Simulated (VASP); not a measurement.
# CdF2 (Fm-3m) in VASP: a series of runs

CdF2 is run at these levels: PBEsol+D3(BJ); tasks: single point.

Program: VASP 6.6.1. These are calculated values, not measurements. Logs are shortened: lines on timing, memory, paths and dates and some standing lists are left out, and cuts for length are marked.

## Step 1: The cell of the first run

It takes space group Fm-3m (No. 225, cubic). The conventional cell has a = 5.388 Å, b = 5.388 Å, c = 5.388 Å, α = 90.00°, β = 90.00°, γ = 90.00°. Within 3.1 Å of Cd (site symmetry m-3m) lie 8 F at 2.33 Å. Within 3.1 Å of F (site symmetry -43m) lie 4 Cd at 2.33 Å and 6 F at 2.69 Å.

## Step 2: Single point, PBEsol+D3(BJ)

Input file INCAR:

```
PREC     = Accurate       # precision mode
ENCUT    = 520            # plane-wave cutoff, eV
EDIFF    = 1E-6           # SCF threshold, eV
ISMEAR   = 0              # smearing method
SIGMA    = 0.05           # smearing width, eV
LREAL    = F              # projectors in reciprocal space
LASPH    = T              # aspherical terms in the spheres
NELM     = 80             # most SCF steps
ALGO     = Normal         # electronic algorithm
ISIF     = 2              # what is computed and relaxed
LWAVE    = F              # write WAVECAR
LCHARG   = F              # write CHGCAR
GGA      = PS             # functional
IVDW     = 12             # dispersion correction
NBANDS   = 20             # bands
```

Input file KPOINTS:

```
regular mesh
0
Gamma
  8 8 8
```

Input file POSCAR:

```
CdF2
1.0
    0.0000000000      2.6939990179      2.6939990179
    2.6939990179      0.0000000000      2.6939990179
    2.6939990179      2.6939990179      0.0000000000
Cd F
1 2
Direct
    0.0000000000      0.0000000000      0.0000000000
    0.2500000000      0.2500000000      0.2500000000
    0.7500000000      0.7500000000      0.7500000000
```

Potentials or basis: VASP PAW PBE potentials, release 64 (Cd, F).

Launch:

```bash
cat potpaw_PBE.64/Cd/POTCAR potpaw_PBE.64/F/POTCAR > POTCAR
mpirun -np 1 vasp_std > vasp.out
```

OUTCAR:

```text
PREC = Accurate
   ENCUT = 520
   EDIFF = 1E-6
   ISMEAR = 0
   LREAL = F
   LASPH = T
   NELM = 80
   ISIF = 2
   GGA = PS
   IVDW = 12
 IVDW          = 12

 ion  position               nearest neighbor table
   1  0.000  0.000  0.000-   2 2.33   3 2.33   3 2.33   3 2.33   3 2.33   2 2.33   2 2.33   2 2.33

   2  0.250  0.250  0.250-   1 2.33   1 2.33   1 2.33   1 2.33
   3  0.750  0.750  0.750-   1 2.33   1 2.33   1 2.33   1 2.33

  LATTYP: Found a face centered cubic cell.
 ALAT       =     5.3879980358

  Lattice vectors:

 A1 = (   0.0000000000,   2.6939990179,   2.6939990179)
 A2 = (   2.6939990179,   0.0000000000,   2.6939990179)
 A3 = (   2.6939990179,   2.6939990179,   0.0000000000)

Analysis of symmetry for initial positions (statically):
=====================================================================
 Subroutine PRICEL returns:
 Original cell was already a primitive cell.

 Routine SETGRP: Setting up the symmetry group for a
 face centered cubic supercell.

 Subroutine GETGRP returns: Found 48 space group operations
[... 9 lines left out ...]

 Routine SETGRP: Setting up the symmetry group for a
 face centered cubic supercell.

 Subroutine GETGRP returns: Found 48 space group operations
[... 11 lines left out ...]
                                     Primitive cell

  volume of cell :      39.1041

  direct lattice vectors                    reciprocal lattice vectors
     0.000000000  2.693999018  2.693999018    -0.185597692  0.185597692  0.185597692
     2.693999018  0.000000000  2.693999018     0.185597692 -0.185597692  0.185597692
     2.693999018  2.693999018  0.000000000     0.185597692  0.185597692 -0.185597692

  length of vectors
     3.809889948  3.809889948  3.809889948     0.321464632  0.321464632  0.321464632

  position of ions in fractional coordinates (direct lattice)
     0.000000000  0.000000000  0.000000000
     0.250000000  0.250000000  0.250000000
     0.750000000  0.750000000  0.750000000

  ion indices of the primitive-cell ions
   primitive index   ion index
                 1           1
                 2           2
                 3           3

----------------------------------------------------------------------------------------

 KPOINTS: regular mesh

Automatic generation of k-mesh.
 Grid dimensions read from file:
 generate k-points for:    8    8    8

 Generating k-lattice:

  Cartesian coordinates                     Fractional coordinates (reciprocal lattice)
    -0.023199712  0.023199712  0.023199712     0.125000000  0.000000000  0.000000000
     0.023199712 -0.023199712  0.023199712     0.000000000  0.125000000  0.000000000
     0.023199712  0.023199712 -0.023199712     0.000000000  0.000000000  0.125000000

  Length of vectors
     0.040183079  0.040183079  0.040183079

  Shift w.r.t. Gamma in fractional coordinates (k-lattice)
     0.000000000  0.000000000  0.000000000

 Subroutine IBZKPT returns following result:
 ===========================================

 Found     29 irreducible k-points:

 Following reciprocal coordinates:
            Coordinates               Weight
  0.000000  0.000000  0.000000      1.000000
  0.125000  0.000000  0.000000      8.000000
  0.250000  0.000000  0.000000      8.000000
  0.375000  0.000000  0.000000      8.000000
  0.500000  0.000000  0.000000      4.000000
  0.125000  0.125000  0.000000      6.000000
[... 16 lines left out ...]
  0.500000  0.250000  0.125000     48.000000
 -0.375000  0.250000  0.125000     24.000000
 [... further k-points ...]
   k-points           NKPTS =     29   k-points in BZ     NKDIM =     29   number of bands    NBANDS=     20
   number of dos      NEDOS =    301   number of ions     NIONS =      3
   total plane-waves  NPLWV =  21952
   dimension x,y,z NGX =    28 NGY =   28 NGZ =   28
   dimension x,y,z NGXF=    56 NGYF=   56 NGZF=   56
   ions per type =               1   2
   NGX,Y,Z   is equivalent  to a cutoff of  12.22, 12.22, 12.22 a.u.
   NGXF,Y,Z  is equivalent  to a cutoff of  24.44, 24.44, 24.44 a.u.
 SYSTEM =  unknown system
   PREC   = accura    normal or accurate (medium, high low for compatibility)
   ISTART =      0    job   : 0-new  1-cont  2-samecut
   ICHARG =      2    charge: 1-file 2-atom 10-const
   ISPIN  =      1    spin polarized calculation?
   LNONCOLLINEAR =      F non collinear calculations
   LSORBIT =      F    spin-orbit coupling
   LASPH  =      T    aspherical Exc in radial PAW
   ENCUT  =  520.0 eV  38.22 Ry    6.18 a.u.   7.08  7.08  7.08*2*pi/ulx,y,z
   NELM   =     80;   NELMIN=  2; NELMDL= -5     # of ELM steps
   EDIFF  = 0.1E-05   stopping-criterion for ELM
   LREAL  =      F    real-space projection
   EDIFFG = 0.1E-04   stopping-criterion for IOM
   NSW    =      0    number of steps for IOM
   IBRION =     -1    ionic relax: 0-MD 1-quasi-New 2-CG
   NFREE  =      0    steps in history (QN), initial steepest desc. (CG)
   ISIF   =      2    stress and relaxation
   ISYM   =      2    0-nonsym 1-usesym 2-fastsym
   POTIM  = 0.5000    time-step for ionic-motion
   TEBEG  =    0.0;   TEEND  =   0.0 temperature during run
   PSTRESS=    0.0 pullay stress
   NELECT =      26.0000    total number of electrons
   NUPDOWN=      -1.0000    fix difference up-down
   EMIN   =  10.00;   EMAX   =-10.00  energy-range for DOS
   EFERMI =   0.00;   METHOD = LEGACY
   ISMEAR =     0;   SIGMA  =   0.05  broadening in eV -4-tet -1-fermi 0-gaus
   EFERMI_NEDOS =   21; number of points for ismear=-14 and -15
   IALGO  =     38    algorithm
   IMIX   =      4    mixing-type and parameters
     AMIX     =   0.40;   BMIX     =  1.00
     AMIX_MAG =   1.60;   BMIX_MAG =  1.00
  volume/ion in A,a.u.               =      13.03        87.96
  Fermi-wavevector in a.u.,A,eV,Ry     =   1.428867  2.700167 27.778488  2.041661
  Thomas-Fermi vector in A             =   2.548883
   LORBIT       =      0    0 simple, 1 ext, 2 COOP (PROOUT), +10 PAW based schemes
   GGA     = PS    functional components
   LHFCALC =     F    Hartree Fock is set to
   AEXX    =    0.0000 exact exchange contribution
   IVDW    =    12    specifies the selected vdW correction
   LEPSILON=     F    determine dielectric tensor
   LRPA    =     F    only Hartree local field effects (RPA)
 non-spin polarized calculation
 Gauss-broadening in eV      SIGMA  =   0.05
  energy-cutoff  :      520.00
  volume of cell :       39.10
 maximum number of plane-waves:      1067
   NGX = 15   NGY = 15   NGZ = 15

 number of electron      25.9999990 magnetization

 Free energy of the ion-electron system (eV)
  ---------------------------------------------------
  ext. energy  EPLUGINS =         0.00000000
  ---------------------------------------------------
  free energy    TOTEN  =       -11.59306397 eV

  energy without entropy =      -11.59306397  energy(sigma->0) =      -11.59306397

 E-fermi :  -1.2198     XC(G=0): -10.7080

 val. band max:       -1.4437066038   @ k =  -0.2500   0.5000   0.2500
 cond. band min:       1.4596999790   @ k =   0.0000   0.0000   0.0000
 fundamental gap:      2.9034065828
 Fermi energy:        -1.2198309588

 k-point     1 :       0.0000    0.0000    0.0000
  band No.  band energies     occupation
      1     -22.1605      2.00000
      2     -21.0249      2.00000
      3      -7.0716      2.00000
      4      -7.0716      2.00000
      5      -7.0716      2.00000
      6      -5.8197      2.00000
[... 12 lines left out ...]
     19      18.2283      0.00000
     20      18.2283      0.00000

 k-point     2 :       0.1250    0.0000    0.0000
  band No.  band energies     occupation
      1     -22.1092      2.00000
      2     -21.0697      2.00000
      3      -7.0113      2.00000
      4      -7.0113      2.00000
      5      -6.9026      2.00000
      6      -5.8386      2.00000
[... 12 lines left out ...]
     19      17.8351      0.00000
     20      17.8351      0.00000

 k-point     3 :       0.2500    0.0000    0.0000
  band No.  band energies     occupation
      1     -21.9710      2.00000
      2     -21.1933      2.00000
      3      -6.8718      2.00000
      4      -6.8718      2.00000
      5      -6.4479      2.00000
      6      -5.8545      2.00000
[... 12 lines left out ...]
     19      17.1778      0.00000
     20      17.8978      0.00000

 k-point     4 :       0.3750    0.0000    0.0000
  band No.  band energies     occupation
      1     -21.7802      2.00000
      2     -21.3656      2.00000
      3      -6.7564      2.00000
      4      -6.7564      2.00000
      5      -5.8741      2.00000
      6      -5.8015      2.00000
[... 12 lines left out ...]
     19      16.7087      0.00000
     20      17.4310      0.00000

 k-point     5 :       0.5000    0.0000    0.0000
  band No.  band energies     occupation
      1     -21.6072      2.00000
      2     -21.5302      2.00000
      3      -6.7212      2.00000
      4      -6.7212      2.00000
      5      -5.7476      2.00000
      6      -5.7476      2.00000
[... 12 lines left out ...]
     19      16.5419      0.00000
     20      17.0816      0.00000
[... 353 lines left out ...]
      6      -5.6999      2.00000
[... 12 lines left out ...]
     19      17.8208      0.00000
     20      19.7476      0.00000

 k-point    22 :       0.3750    0.2500    0.1250
  band No.  band energies     occupation
      1     -21.8742      2.00000
      2     -21.2704      2.00000
      3      -6.7329      2.00000
      4      -6.6873      2.00000
      5      -6.1695      2.00000
      6      -6.1047      2.00000
[... 12 lines left out ...]
     19      17.8144      0.00000
     20      20.2065      0.00000

 k-point    23 :       0.5000    0.2500    0.1250
  band No.  band energies     occupation
      1     -21.7205      2.00000
      2     -21.4034      2.00000
      3      -6.6412      2.00000
      4      -6.5314      2.00000
      5      -6.0707      2.00000
      6      -5.8213      2.00000
[... 12 lines left out ...]
     19      17.2782      0.00000
     20      20.2370      0.00000

 k-point    24 :      -0.3750    0.2500    0.1250
  band No.  band energies     occupation
      1     -21.5766      2.00000
      2     -21.5379      2.00000
      3      -6.6109      2.00000
      4      -6.4914      2.00000
      5      -5.8872      2.00000
      6      -5.8599      2.00000
[... 12 lines left out ...]
     19      17.0697      0.00000
     20      20.6229      0.00000

 [... further k-points ...]

------------------------ aborting loop because EDIFF is reached ----------------------------------------

 Edisp (eV)   -0.41025

 E8    (eV) :    -0.2459

  FORCE on cell =-STRESS in cart. coord.  units (eV):
  Direction    XX          YY          ZZ          XY          YZ          ZX
  --------------------------------------------------------------------------------------
  -------------------------------------------------------------------------------------
  Total      -0.28741    -0.28741    -0.28741    -0.00000    -0.00000     0.00000
  in kB     -11.77564   -11.77564   -11.77564    -0.00000    -0.00000     0.00000
  external pressure =      -11.78 kB  Pullay stress =        0.00 kB

 VOLUME and BASIS-vectors are now :
 -----------------------------------------------------------------------------
  energy-cutoff  :      520.00
  volume of cell :       39.10
      direct lattice vectors                 reciprocal lattice vectors
     0.000000000  2.693999018  2.693999018    -0.185597692  0.185597692  0.185597692
     2.693999018  0.000000000  2.693999018     0.185597692 -0.185597692  0.185597692
     2.693999018  2.693999018  0.000000000     0.185597692  0.185597692 -0.185597692

 POSITION                                       TOTAL-FORCE (eV/Angst)
 -----------------------------------------------------------------------------------
      0.00000      0.00000      0.00000        -0.000000      0.000000     -0.000000
      1.34700      1.34700      1.34700        -0.000000      0.000000     -0.000000
      4.04100      4.04100      4.04100         0.000000     -0.000000      0.000000
 -----------------------------------------------------------------------------------
    total drift:                                0.000000      0.000000      0.000000

  FREE ENERGIE OF THE ION-ELECTRON SYSTEM (eV)
  ---------------------------------------------------
  free  energy   TOTEN  =       -12.0033104523 eV

  energy  without entropy=      -12.0033104523  energy(sigma->0) =      -12.00331045
```

Wall time 18 s (1 thread of Intel Xeon 6975P-C (Granite Rapids), shared host); peak memory 0.17 GiB.

What came out:

* Free energy: -12.0033 eV
* Pressure: -1.2 GPa
* Band gap on the k mesh: 2.90 eV, indirect (least direct gap 3.39 eV)
* Dispersion energy per atom: -0.137 eV

Levels at points of the mesh, in eV from the valence-band top:
```
           k point  band 10  band 11  band 12  band 13  band 14  band 15  band 16  band 17
(0.00, 0.00, 0.00)    -0.99    -0.49    -0.49    -0.49     2.90    12.50    12.50    12.50
(0.50, 0.00, 0.00)    -1.88    -1.88    -0.39    -0.39     7.06     8.97    14.31    14.31
(0.50, 0.50, 0.00)    -3.02    -0.51    -0.09    -0.09     7.88     9.46    11.69    14.11
```

Caveat: the PAW data sets were made with another functional, which shifts forces and pressure a little. A hybrid or GW would open this gap; PBEsol tends to underestimate it.

## Step 3: Single point, PBEsol+D3(BJ) (volume scaled by 1.02)

Input file INCAR:

```
PREC = Accurate
ENCUT = 520
EDIFF = 1E-7
ISMEAR = 0
SIGMA = 0.05
LREAL = F
LASPH = T
NELM = 80
ALGO = Normal
ISIF = 2
LWAVE = F
LCHARG = F
GGA = PS
IVDW = 12
NBANDS = 20
```

Input file KPOINTS:

```
Automatic mesh
0
Gamma
  8 8 8
```

Input file POSCAR:

```
CdF2
1.0
    0.0000000000      2.6955396872      2.6955396872
    2.6955396872      0.0000000000      2.6955396872
    2.6955396872      2.6955396872      0.0000000000
Cd F
1 2
Direct
    0.0000000000      0.0000000000      0.0000000000
    0.2500000000      0.2500000000      0.2500000000
    0.7500000000      0.7500000000      0.7500000000
```

Potentials or basis: VASP PAW PBE potentials, release 64 (Cd, F).

Launch:

```bash
cat potpaw_PBE.64/Cd/POTCAR potpaw_PBE.64/F/POTCAR > POTCAR
mpirun -np 1 vasp_std > vasp.out
```

Wall time 16 s (1 thread of Intel Xeon 6975P-C (Granite Rapids), shared host); peak memory 0.17 GiB.

It converged, with:

* Free energy: -12.0029 eV
* Pressure: -1.4 GPa
* Band gap on the k mesh: 2.90 eV, indirect (least direct gap 3.39 eV)
* Dispersion energy per atom: -0.137 eV

Levels at points of the mesh, in eV from the valence-band top:
```
           k point  band 11  band 12  band 13  band 14  band 15  band 16
(0.00, 0.00, 0.00)    -0.49    -0.49    -0.49     2.90    12.49    12.49
(0.50, 0.00, 0.00)    -1.87    -0.39    -0.39     7.04     8.96    14.30
(0.50, 0.50, 0.00)    -0.51    -0.09    -0.09     7.86     9.45    11.69
```

Caveat: the PAW data sets were made with another functional, which shifts forces and pressure a little. A k mesh can miss the band edges.
